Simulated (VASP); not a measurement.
Input of a VASP 6.6.1 run:

File INCAR:

```
SYSTEM = CdS
  PREC = Accurate
  ENCUT = 600
  EDIFF = 1E-6
  ISMEAR = -1
  SIGMA = 0.05
  LREAL = .False.
  LASPH = .True.
  NELM = 80
  ALGO = Normal
  ISIF = 3
  LWAVE = .False.
  LCHARG = .False.
  GGA = PE
  IVDW = 13
  IBRION = 2
  NSW = 60
  EDIFFG = -0.01
```

KPOINTS

```
Automatic mesh
0
Gamma
  7 7 5
  0 0 0
```

The input POSCAR:

```
CdS
1.0
    4.2611695877      0.0000000000      0.0000000000
   -2.1305847939      3.6902811128      0.0000000000
    0.0000000000      0.0000000000      5.8041729400
Cd S
1 1
Direct
    0.0000000000      0.0000000000      0.4426919200
    0.6666666667      0.3333333333      0.4343080800
```

Potentials or basis: VASP PAW PBE potentials, release 64 (Cd, S).

Launch:

```sh
$ cat potpaw_PBE.64/Cd/POTCAR potpaw_PBE.64/S/POTCAR > POTCAR
$ mpirun -np 1 vasp_std > vasp.out
```

Task: Estimate the band gap on the k mesh.

Result: 0.91 eV (least direct gap 1.24 eV).

Task: Estimate the space group after relaxing (to 0.1 Å).

Result: P3m1 (No. 156).

The path:
```tsv
step	energy change (eV)	largest force (eV/Å)	pressure (GPa)	volume (Å³)
1	0.0000	0.0023	-0.65	91.27
3	-0.0036	0.0031	-0.06	89.71
5	-0.0085	0.0039	-0.07	87.74
7	-0.0362	0.0077	-0.11	78.88
9	0.6195	0.0314	10.79	43.66
11	-0.0851	0.0173	0.08	62.26
13	-0.0860	0.0164	0.02	63.25
15	-0.0865	0.0312	-0.35	64.50
17	-0.0866	0.0319	-0.35	64.53
19	-0.0868	0.0340	-0.35	64.67
21	-0.0875	0.0422	-0.38	65.24
23	-0.0881	0.0368	-0.66	67.49
25	-0.0895	0.0530	-0.35	66.43
27	-0.0896	0.0762	0.35	66.20
29	-0.0915	0.0639	0.00	66.28
31	-0.0958	0.0177	-0.48	65.99
33	-0.0992	0.0136	-0.27	65.36
35	-0.1204	0.0130	0.06	59.20
37	-0.1235	0.0494	0.47	56.84
39	-0.1248	0.0079	-0.04	56.81
41	-0.1249	0.0078	-0.04	56.72
43	-0.1250	0.0077	-0.12	55.90
45	-0.1251	0.0018	0.00	55.96
46	-0.1251	0.0021	-0.01	55.94
```

Caveat: the volume moved by over 15 % at a fixed basis, so the end points are rough. A k mesh can miss the band edges.
